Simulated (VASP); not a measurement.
# WS2: single point with r2SCAN

The system is WS2.

```xyz
6
Lattice="3.1699 0.0000 0.0000 -1.5850 2.7453 0.0000 0.0000 0.0000 12.8658" Properties=species:S:1:pos:R:3 pbc="T T T"
W     0.0000    1.8302    3.2165
W     1.5850    0.9151    9.6494
S     1.5850    0.9151    4.7814
S     1.5850    0.9151    1.6515
S     0.0000    1.8302   11.2143
S     0.0000    1.8302    8.0844
```

This cell differs from its parent crystal: uniaxial z strain +3.0%.

```yaml
Program: VASP 6.6.1
Task: single point
Functional: r2SCAN
Potentials_or_basis: VASP PAW PBE potentials, release 64 (W_sv, S)
Cutoff: 550 eV
k_mesh: 12 × 12 × 2
Occupations: gaussian, width 0.01 eV
Spin: no spin polarisation
Dipole_correction: no
Further_INCAR_settings: ALGO = Normal; EDIFF = 1e-06; NBANDS = 35
```

```
Pressure               : 0.9 GPa
Largest force          : 0.028 eV/Å
Band gap on the k mesh : 1.32 eV (least direct gap 1.93 eV)
```

Forces in eV/Å, atoms in the order of the input:
```
W    0.000  0.000  0.000
W    0.000  0.000  0.000
S    0.000  0.000 -0.028
S    0.000  0.000  0.028
S    0.000  0.000 -0.028
S    0.000  0.000  0.028
```

Stress tensor (GPa, compression positive):
```
1.27 0.00 0.00
0.00 1.27 0.00
0.00 0.00 0.12
```

Levels at points of the mesh, in eV from the valence-band top:
```tsv
k point	band 24	band 25	band 26	band 27	band 28	band 29
(0.00, 0.00, 0.00)	-1.84	-1.00	0.00	2.56	2.56	2.57
(0.50, 0.00, 0.00)	-1.87	-1.60	-1.49	2.51	2.54	2.86
(0.00, 0.00, 0.50)	-2.27	-0.32	-0.32	2.56	2.56	2.56
(0.50, 0.00, 0.50)	-1.93	-1.54	-1.54	2.52	2.52	2.98
```

Wall time 11 min on 1 thread of Intel Xeon 8259CL (shared host), peak memory 0.32 GiB.

Caveat: the cell differs from its parent crystal (uniaxial z strain +3.0%); the PAW data sets were made with another functional, which shifts forces and pressure a little; spin-orbit coupling is left out, which moves the levels of the heavy elements. A k mesh can miss the band edges.
